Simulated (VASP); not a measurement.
# Si3N4 (P-43m) in VASP: notebook, part 2 of 2

VASP 6.6.1.

### 3 Relaxation of cell and atoms, BLYP+D3(BJ)

INCAR

```
SYSTEM = Si3N4
AGGAC    = 1.0          
AGGAX    = 1.0          
ALDAC    = 0.0          
ALDAX    = 1.0          
ALGO     = Normal         ! electronic algorithm
EDIFF    = 1E-6           ! SCF threshold, eV
EDIFFG   = -0.01          ! ionic threshold
ENCUT    = 600            ! plane-wave cutoff, eV
GGA      = B5             ! functional
IBRION   = 2              ! ionic algorithm
ISIF     = 3              ! what is computed and relaxed
ISMEAR   = -1             ! smearing method
IVDW     = 12             ! dispersion correction
LASPH    = .TRUE.         ! aspherical terms in the spheres
LCHARG   = .FALSE.        ! write CHGCAR
LREAL    = .FALSE.        ! projectors in reciprocal space
LWAVE    = .FALSE.        ! write WAVECAR
NELM     = 80             ! most SCF steps
NSW      = 60             ! ionic steps
PREC     = Accurate       ! precision mode
SIGMA    = 0.05           ! smearing width, eV
VDW_A1   = 0.4298       
VDW_A2   = 4.2359       
VDW_S6   = 1.0          
VDW_S8   = 2.6996
```

KPOINTS

```
k-points
0
G
  7 7 7
  0 0 0
```

POSCAR

```
Si3N4
1.0
    4.1307800000      0.0000000000      0.0000000000
    0.0000000000      4.1307800000      0.0000000000
    0.0000000000      0.0000000000      4.1307800000
Si N
3 4
Direct
    0.0000000000      0.0000000000      0.5000000000
    0.5000000000      0.0000000000      0.0000000000
    0.0000000000      0.5000000000      0.0000000000
    0.2395200000      0.2395200000      0.7604800000
    0.7604800000      0.7604800000      0.7604800000
    0.2395200000      0.7604800000      0.2395200000
    0.7604800000      0.2395200000      0.2395200000
```

Potentials or basis: VASP PAW PBE potentials, release 64 (Si, N).

Command:

```sh
cat potpaw_PBE.64/Si/POTCAR potpaw_PBE.64/N/POTCAR > POTCAR
mpirun -np 1 vasp_std > vasp.out
```

OUTCAR:

```text
SYSTEM = Si3N4
   EDIFF = 1E-6
   EDIFFG = -0.01
   ENCUT = 600
   GGA = B5
   IBRION = 2
   ISIF = 3
   ISMEAR = -1
   IVDW = 12
   LASPH = .TRUE.
   LREAL = .FALSE.
   NELM = 80
   NSW = 60
   PREC = Accurate
 IVDW          = 12

 ion  position               nearest neighbor table
   1  0.000  0.000  0.500-   4 1.77   5 1.77   6 1.77   7 1.77   2 2.92   3 2.92   2 2.92   3 2.92
                             3 2.92   3 2.92   2 2.92   2 2.92
   2  0.500  0.000  0.000-   4 1.77   5 1.77   6 1.77   7 1.77   1 2.92   3 2.92   1 2.92   3 2.92
                             1 2.92   3 2.92   1 2.92   3 2.92
   3  0.000  0.500  0.000-   4 1.77   5 1.77   6 1.77   7 1.77   1 2.92   2 2.92   1 2.92   1 2.92
                             2 2.92   1 2.92   2 2.92   2 2.92
   4  0.240  0.240  0.760-   1 1.77   2 1.77   3 1.77
   5  0.760  0.760  0.760-   1 1.77   2 1.77   3 1.77
   6  0.240  0.760  0.240-   1 1.77   2 1.77   3 1.77
   7  0.760  0.240  0.240-   1 1.77   2 1.77   3 1.77

  LATTYP: Found a simple cubic cell.
 ALAT       =     4.1307800000

  Lattice vectors:

 A1 = (   4.1307800000,   0.0000000000,   0.0000000000)
 A2 = (   0.0000000000,   4.1307800000,   0.0000000000)
 A3 = (   0.0000000000,   0.0000000000,   4.1307800000)

Analysis of symmetry for initial positions (statically):
=====================================================================
 Subroutine PRICEL returns:
 Original cell was already a primitive cell.

 Routine SETGRP: Setting up the symmetry group for a
 simple cubic supercell.

 Subroutine GETGRP returns: Found 24 space group operations
 (whereof 24 operations were pure point group operations)
 out of a pool of 48 trial point group operations.

The static configuration has the point symmetry T_d .

Analysis of symmetry for dynamics (positions and initial velocities):
=====================================================================
 Subroutine PRICEL returns:
 Original cell was already a primitive cell.

 Routine SETGRP: Setting up the symmetry group for a
 simple cubic supercell.

 Subroutine GETGRP returns: Found 24 space group operations
 (whereof 24 operations were pure point group operations)
 out of a pool of 48 trial point group operations.

The dynamic configuration has the point symmetry T_d .

 Subroutine INISYM returns: Found 24 space group operations
 (whereof 24 operations are pure point group operations),
[... 101 lines left out ...]
   EDIFF  = 0.1E-05   stopping-criterion for ELM
   LREAL  =      F    real-space projection
   EDIFFG = -.1E-01   stopping-criterion for IOM
   NSW    =     60    number of steps for IOM
   IBRION =      2    ionic relax: 0-MD 1-quasi-New 2-CG
   NFREE  =      1    steps in history (QN), initial steepest desc. (CG)
   ISIF   =      3    stress and relaxation
   ISYM   =      2    0-nonsym 1-usesym 2-fastsym
   POTIM  = 0.5000    time-step for ionic-motion
   TEBEG  =    0.0;   TEEND  =   0.0 temperature during run
   PSTRESS=    0.0 pullay stress
   NELECT =      32.0000    total number of electrons
   NUPDOWN=      -1.0000    fix difference up-down
   EMIN   =  10.00;   EMAX   =-10.00  energy-range for DOS
   EFERMI =   0.00;   METHOD = LEGACY
   ISMEAR =    -1;   SIGMA  =   0.05  broadening in eV -4-tet -1-fermi 0-gaus
   EFERMI_NEDOS =   21; number of points for ismear=-14 and -15
   IALGO  =     38    algorithm
   IMIX   =      4    mixing-type and parameters
     AMIX     =   0.40;   BMIX     =  1.00
     AMIX_MAG =   1.60;   BMIX_MAG =  1.00
  volume/ion in A,a.u.               =      10.07        67.95
  Fermi-wavevector in a.u.,A,eV,Ry     =   1.258228  2.377707 21.539904  1.583138
  Thomas-Fermi vector in A             =   2.391848
   LORBIT       =      0    0 simple, 1 ext, 2 COOP (PROOUT), +10 PAW based schemes
   GGA     = B5    functional components
   LHFCALC =     F    Hartree Fock is set to
   AEXX    =    0.0000 exact exchange contribution
   IVDW    =    12    specifies the selected vdW correction
   LEPSILON=     F    determine dielectric tensor
   LRPA    =     F    only Hartree local field effects (RPA)
 conjugate gradient relaxation of ions
 non-spin polarized calculation
  energy-cutoff  :      600.00
  volume of cell :       70.48
 maximum number of plane-waves:      2373
 NGX is ok and might be reduce to    36
   NGX = 17   NGY = 17   NGZ = 17

--------------------------------------- Ionic step        1  -------------------------------------------

 number of electron      31.9999999 magnetization

 Free energy of the ion-electron system (eV)
  ---------------------------------------------------
  ext. energy  EPLUGINS =         0.00000000
  ---------------------------------------------------
  free energy    TOTEN  =       -51.67671630 eV

  energy without entropy =      -51.67671630  energy(sigma->0) =      -51.67671630

------------------------ aborting loop because EDIFF is reached ----------------------------------------

 Edisp (eV)   -3.87044

 E8    (eV) :    -2.5758
[... 216 lines left out ...]
--------------------------------------- Ionic step        6  -------------------------------------------

 number of electron      31.9999999 magnetization

 Free energy of the ion-electron system (eV)
  ---------------------------------------------------
  ext. energy  EPLUGINS =         0.00000000
  ---------------------------------------------------
  free energy    TOTEN  =       -51.60947794 eV

  energy without entropy =      -51.60947794  energy(sigma->0) =      -51.60947794

 E-fermi :   8.5975     XC(G=0): -10.6228

 val. band max:        7.4418205642   @ k =   0.4286   0.4286   0.4286
 cond. band min:      10.4564637103   @ k =   0.0000   0.0000   0.0000
 fundamental gap:      3.0146431462
 Fermi energy:         8.5974973477

 k-point     1 :       0.0000    0.0000    0.0000
  band No.  band energies     occupation
      1     -10.6021      2.00000
      2      -6.6756      2.00000
      3      -6.6756      2.00000
      4      -6.6756      2.00000
      5      -1.1855      2.00000
      6      -1.1855      2.00000
[... 487 lines left out ...]
  FREE ENERGIE OF THE ION-ELECTRON SYSTEM (eV)
  ---------------------------------------------------
  free  energy   TOTEN  =       -55.5701009833 eV

  energy  without entropy=      -55.5701009833  energy(sigma->0) =      -55.57010098

 reached required accuracy - stopping structural energy minimisation
```

CONTCAR:

```text
Si3N4
   1.00000000000000
     4.1003756239942115   -0.0000000000000000    0.0000000000000000
     0.0000000000000000    4.1003756239942115   -0.0000000000000000
     0.0000000000000000   -0.0000000000000000    4.1003756239942115
  Si              N
     3     4
Direct
     0.0000000000000000    0.0000000000000000    0.5000000000000000
     0.5000000000000000    0.0000000000000000    1.0000000000000000
     0.0000000000000000    0.5000000000000000    1.0000000000000000
     0.2400057944598544    0.2400057944598544    0.7599942055401457
     0.7599942055401457    0.7599942055401457    0.7599942055401457
     0.2400057944598544    0.7599942055401457    0.2400057944598544
     0.7599942055401457    0.2400057944598544    0.2400057944598544

  0.00000000E+00  0.00000000E+00  0.00000000E+00
  0.00000000E+00  0.00000000E+00  0.00000000E+00
  0.00000000E+00  0.00000000E+00  0.00000000E+00
  0.00000000E+00  0.00000000E+00  0.00000000E+00
  0.00000000E+00  0.00000000E+00  0.00000000E+00
  0.00000000E+00  0.00000000E+00  0.00000000E+00
  0.00000000E+00  0.00000000E+00  0.00000000E+00
```

It took 81 s on 1 thread of Intel Xeon 6975P-C (Granite Rapids), shared host; peak memory 0.22 GiB.

What came out:

```yaml
Free_energy: -55.5701 eV
Relaxed_volume: 9.85 Å³/atom
Relaxed_cell: a = 4.100 Å, b = 4.100 Å, c = 4.100 Å, α = 90.00°, β = 90.00°, γ = 90.00°
Space_group_after_relaxing_to_0.05_Å: P-43m (No. 215)
Energy_gained_by_relaxing: 3.3 meV/atom
Ionic_steps: 6
Pressure_after_relaxing: 0.1 GPa
Largest_force_after_relaxing: 0.004 eV/Å
Band_gap_on_the_k_mesh: 3.01 eV, indirect (least direct gap 3.20 eV)
Dispersion_energy_per_atom: -0.566 eV
```

Forces in eV/Å, atoms in the order of the input:
```
Si   0.000  0.000  0.000
Si   0.000  0.000  0.000
Si   0.000  0.000  0.000
N    0.002  0.002 -0.002
N   -0.002 -0.002 -0.002
N    0.002 -0.002  0.002
N   -0.002  0.002  0.002
```

The path:
```tsv
step	energy change (eV)	largest force (eV/Å)	pressure (GPa)	volume (Å³)
1	0.0000	0.1114	-4.91	70.48
2	0.0167	0.4155	6.75	67.38
3	-0.0217	0.1046	-0.15	69.13
4	-0.0217	0.1093	-0.06	69.11
5	-0.0229	0.0256	0.03	68.98
6	-0.0229	0.0043	0.05	68.94
```

Final structure:
```
Si N
1.0
     4.10038    0.00000    0.00000
     0.00000    4.10038    0.00000
     0.00000    0.00000    4.10038
Si N
3 4
Direct
  0.00000 0.00000 0.50000
  0.50000 0.00000 0.00000
  0.00000 0.50000 0.00000
  0.24001 0.24001 0.75999
  0.75999 0.75999 0.75999
  0.24001 0.75999 0.24001
  0.75999 0.24001 0.24001
```

Caveat: the PAW data sets were made with another functional, which shifts forces and pressure a little. A k mesh can miss the band edges.

### 4 Single point, PBE

INCAR

```
SYSTEM = Si3N4
ALGO = Normal
EDIFF = 1E-6
ENCUT = 520
GGA = PE
ISIF = 2
ISMEAR = -1
LASPH = .True.
LCHARG = .False.
LREAL = .False.
LWAVE = .False.
NBANDS = 25
NELM = 80
PREC = Accurate
SIGMA = 0.05
```

KPOINTS

```
k-points
0
Gamma
  6 6 6
  0 0 0
```

POSCAR is that of step 3.

Command:

```sh
cat potpaw_PBE.64/Si/POTCAR potpaw_PBE.64/N/POTCAR > POTCAR
mpirun -np 1 vasp_std > vasp.out
```

Wall time 57 s (1 thread of AMD EPYC 7R13, shared host); peak memory 0.14 GiB.

It converged, with:

```
Free energy            : -55.5521 eV
Pressure               : -0.2 GPa
Largest force          : 0.016 eV/Å
Band gap on the k mesh : 2.72 eV, indirect (least direct gap 2.92 eV)
```

Forces in eV/Å, atoms in the order of the input:
```
Si   0.000  0.000  0.000
Si   0.000  0.000  0.000
Si   0.000  0.000  0.000
N   -0.009 -0.009  0.009
N    0.009  0.009  0.009
N   -0.009  0.009 -0.009
N    0.009 -0.009 -0.009
```

Levels at points of the mesh, in eV from the valence-band top:
```
           k point  band 12  band 13  band 14  band 15  band 16  band 17  band 18  band 19  band 20  band 21
(0.00, 0.00, 0.00)    -3.35    -3.35    -0.20    -0.20    -0.20     2.72     2.72     2.72     4.19     6.81
(0.50, 0.00, 0.00)    -3.36    -3.18    -2.27    -0.54    -0.54     4.86     5.74     5.74     5.77     8.52
(0.50, 0.50, 0.00)    -3.18    -2.49    -1.78    -0.25    -0.25     6.27     6.27     7.90     7.90     8.33
(0.50, 0.50, 0.50)    -2.75    -2.75     0.00     0.00     0.00     5.71     5.71     5.71     8.40     8.40
```

A k mesh can miss the band edges. PBE gaps usually lie below the measured ones, often by a third to a half.

### 5 The runs side by side

```csv
task,level,cell,k mesh,cutoff (eV),gap on the mesh (eV),pressure (GPa),relaxed volume (Å³/atom)
relaxation of cell and atoms,PBEsol,relaxed,7 × 7 × 7,600,2.61,0.0,9.89
relaxation of cell and atoms,BLYP+D3(BJ),relaxed,7 × 7 × 7,600,3.01,0.1,9.85
single point,PBE,as given,6 × 6 × 6,520,2.72,-0.2,-
```

Alike in all rows: potentials or basis VASP PAW PBE potentials, release 64 (Si, N); no spin polarisation; smearing fermi-dirac 0.05 eV.

Caveats: the PAW data sets were made with another functional, which shifts forces and pressure a little (some runs).

Total energies depend on the potentials used, so only differences within one code and one set of settings carry meaning.
